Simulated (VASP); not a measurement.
Runs of VASP 6.6.1 on In2BAs3. The structure is that of space group I4/mmm (No. 139), or close to it. The cells are those of the table. 

```csv
task,potentials or basis,cell,k mesh,cutoff (eV),second run,gap on the mesh (eV),pressure (GPa),largest force (eV/Å)
single point,"VASP PAW PBE potentials, release 64 (In_d, B, As)","a = 5.823 Å, angles 121.2, 121.2, 88.0°, 6 atoms",4 × 4 × 4,520,-,none,10.9,(a)
single point,"VASP PAW PBE potentials, release 64 (In_d, B, As)","a = 6.139 Å, angles 127.3, 127.3, 77.7°, 6 atoms",4 × 4 × 4,520,-,none,0.2,0.07
single point,"VASP PAW PBE potentials, release 64 (In_d, B, As_d)","a = 6.139 Å, angles 127.3, 127.3, 77.7°, 6 atoms",4 × 4 × 4,600,valence_matched,none,0.1,0.03
relaxation of cell and atoms,"VASP PAW PBE potentials, release 64 (In_d, B, As)","relaxed from a = 5.823 Å, angles 121.2, 121.2, 88.0°, 6 atoms",4 × 4 × 4,600,-,none,0.0,0.03
single point,"VASP PAW PBE potentials, release 64 (In_d, B, As)","a = 6.268 Å, angles 128.8, 128.8, 75.3°, 6 atoms",10 × 10 × 10,520,-,none,0.1,0.07
```

Alike in all rows: level PBE; no spin polarisation; smearing gaussian 0.1 eV.

Estimate the missing entries.

(a) 7.39.

Caveats: some runs use coarse meshes; spin-orbit coupling is left out, which moves the levels of the heavy elements; forces of over 1 eV/Å act on the atoms, so gaps and moduli don't describe the material at rest (some runs).

A k mesh can miss the band edges, and the runs leave out spin-orbit coupling on As, In.

A gap of «none» marks levels without a gap at the run's occupations.

The runs don't all hold the same shells in valence.
